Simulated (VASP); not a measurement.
A run of VASP 6.6.1 is set up as follows.

POSCAR

```
Ag
1.0
    0.0000000000      2.0519023311      2.0519023311
    2.0519023311      0.0000000000      2.0519023311
    2.0519023311      2.0519023311      0.0000000000
Ag
1
Direct
    0.0000000000      0.0000000000      0.0000000000
```

INCAR.step1

```
ALGO = Normal ; EDIFF = 1E-4
ENCUT = 520 ; GGA = PE
ISMEAR = 0 ; LASPH = True
LCHARG = False ; LREAL = False
LWAVE = True ; NBANDS = 12
NELM = 100 ; PREC = Accurate
SIGMA = 1.0
```

Contents of INCAR.step2:

```
ALGO = Normal ; EDIFF = 1E-7
ENCUT = 520 ; ISIF = 2
ISMEAR = 0 ; ISTART = 1
LASPH = True ; LCHARG = False
LMIXTAU = True ; LREAL = False
LWAVE = False ; METAGGA = R2SCAN
NBANDS = 12 ; NELM = 100
PREC = Accurate ; SIGMA = 1.0
```

The input KPOINTS:

```
k-points
0
Gamma
  13 13 13
```

Potentials or basis: VASP PAW PBE potentials, release 64 (Ag).

The run is started by

```console
$ cat potpaw_PBE.64/Ag/POTCAR > POTCAR
$ cp INCAR.step1 INCAR
$ mpirun -np 1 vasp_std > vasp.out
$ cp INCAR.step2 INCAR
$ mpirun -np 1 vasp_std > vasp.out
```

Estimate the pressure.

0.5 GPa.

Caveat: the PAW data sets were made with another functional, which shifts forces and pressure a little.
